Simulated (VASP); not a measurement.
## Br: single point with r2SCAN

The system is Br.

```
CELL_PARAMETERS angstrom
3.40780 -2.03871 0.00000
3.40780 2.03871 0.00000
0.00000 0.00000 8.40413
ATOMIC_POSITIONS crystal
Br 0.86082 0.13918 0.11578
Br 0.63918 0.36082 0.61578
Br 0.13918 0.86082 0.88422
Br 0.36082 0.63918 0.38422
```

```
Program             : VASP 6.6.1
Task                : single point
Functional          : r2SCAN
Potentials or basis : VASP PAW PBE potentials, release 64 (Br)
Cutoff              : 520 eV
k mesh              : 8 × 8 × 4
Occupations         : fermi-dirac, width 0.05 eV
Spin                : no spin polarisation
```

The pressure is 5.2 GPa and the largest force is 1.260 eV/Å. The band gap on the k mesh is 2.06 eV (least direct gap 2.08 eV).

Forces in eV/Å, atoms in the order of the input:
```
Br   0.000  0.745  1.016
Br   0.000 -0.745  1.016
Br   0.000 -0.745 -1.016
Br   0.000  0.745 -1.016
```

Stress tensor (GPa, compression positive):
```
 0.81  0.00  0.00
 0.00  4.85  0.00
 0.00  0.00 10.05
```

Levels at points of the mesh, in eV from the valence-band top:
```csv
k point,band 10,band 11,band 12,band 13,band 14,band 15,band 16,band 17,band 18,band 19
"(0.00, 0.00, 0.00)",-1.98,-1.46,-0.60,-0.43,0.00,2.08,3.17,6.44,6.86,7.28
"(0.50, 0.00, 0.00)",-2.59,-1.51,-1.51,-0.69,-0.69,3.23,3.23,7.06,7.06,9.72
"(0.50, 0.50, 0.00)",-2.53,-2.25,-1.66,-0.71,-0.31,2.06,2.92,7.14,7.86,8.31
"(0.00, 0.00, 0.50)",-2.16,-1.26,-1.26,-0.19,-0.19,2.44,2.44,7.00,7.00,8.40
"(0.50, 0.00, 0.50)",-2.70,-0.94,-0.94,-0.06,-0.06,2.52,2.52,7.49,7.49,8.72
"(0.50, 0.50, 0.50)",-2.48,-1.41,-1.41,-1.17,-1.17,2.32,2.32,8.34,8.34,9.41
```

It took 7.2 min on 1 thread of Intel(R) Xeon(R) Platinum 8259CL CPU @ 2.50GHz (Skylake/Cascade Lake) (shared host), peak memory 0.31 GiB.

Caveat: the stress differs along the axes, from 1 to 10 GPa; the PAW data sets were made with another functional, which shifts forces and pressure a little. A k mesh can miss the band edges.
